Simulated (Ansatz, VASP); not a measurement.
Two plane-wave programs on MgO

```xyz
2
Lattice="0.0000 2.0901 2.0901 2.0901 0.0000 2.0901 2.0901 2.0901 0.0000" Properties=species:S:1:pos:R:3 pbc="T T T"
Mg    0.0000    0.0000    0.1319
O     2.0901    2.0901    1.8898
```

Change from the starting cell: mode 6 frozen in at -0.202 Å, equal normal strain along x, y and z -0.0083.

Alike in both runs: task single point; functional PBEsol; k mesh 10 × 10 × 10; occupations gaussian, width 0.05 eV; no spin polarisation.

|  | VASP | Ansatz |
| --- | --- | --- |
| version | VASP 6.6.1 | Ansatz 0.2.0 |
| potentials or method | VASP PAW PBE potentials, release 64 (Mg, O), cutoff 520 eV | scalar-relativistic, plane waves, PAW |
| valence electrons in the cell | 8 | 16 |

|  | VASP | Ansatz | Ansatz less VASP |
| --- | --- | --- | --- |
| gap on the k mesh at the Fermi level (eV) | 4.83 | 4.83 | -0.001 |
| least direct gap on the mesh (eV) | 4.83 | 4.83 | -0.001 |
| pressure (GPa) | 17.4 | 17.4 | 0.00 |
| traceless stress, the component that is largest in VASP (GPa) | 33.17 | 32.17 | -0.995 |
| rms of the force components (eV/Å) | 2.160 | 2.103 | -0.0571 |

VASP's potentials were made for PBE, not for PBEsol, and Ansatz warns of the same on its side. Atom by atom the forces differ by 0.057 eV/Å (rms over components). With one functional, cell and mesh, what is left measures potentials, basis and numerics. VASP's potentials hold 8 valence electrons a cell and Ansatz's 16, so a difference there can come from the potentials and not from the codes.
